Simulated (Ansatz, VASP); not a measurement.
**SrGe12Pt4: VASP beside Ansatz**

```
Sr Ge Pt
1.0
    -4.38399    4.38399    4.38399
     4.38399   -4.38399    4.38399
     4.38399    4.38399   -4.38399
Sr Ge Pt
1 12 4
Direct
  0.00000 0.00000 0.00000
  0.84879 0.49362 0.64483
  0.64483 0.15121 0.79604
  0.50638 0.35517 0.15121
  0.15121 0.79604 0.64483
  0.35517 0.15121 0.50638
  0.79604 0.64483 0.15121
  0.15121 0.50638 0.35517
  0.20396 0.35517 0.84879
  0.84879 0.20396 0.35517
  0.35517 0.84879 0.20396
  0.64483 0.84879 0.49362
  0.49362 0.64483 0.84879
  0.50000 0.50000 0.50000
  0.00000 0.50000 0.00000
  0.50000 0.00000 0.00000
  0.00000 0.00000 0.50000
```

Alike in both runs: functional PBE; k mesh 6 × 6 × 6; occupations gaussian, width 0.1 eV; no spin polarisation.

Ansatz relaxed the structure, and its values are those at the end. VASP's run is a single point on that final structure, the one shown.

```csv
,VASP,Ansatz
version,VASP 6.6.1,Ansatz 0.2.0
potentials or method,"VASP PAW PBE potentials, release 64 (Sr_sv, Ge_d, Pt), cutoff 520 eV","scalar-relativistic, plane waves, PAW"
valence electrons in the cell,218,250
```

|  | VASP | Ansatz | Ansatz less VASP |
| --- | --- | --- | --- |
| gap on the k mesh at the Fermi level (eV) | none | none | - |
| pressure (GPa) | -0.1 | 0.0 | +0.07 |

A gap of «none» marks a metal or a gap that the smearing closes. The functional is the same, so the differences come from potentials, cutoffs and numerics. VASP's potentials hold 218 valence electrons a cell and Ansatz's 250, so a difference there can come from the potentials and not from the codes.

Spin-orbit coupling is off throughout.
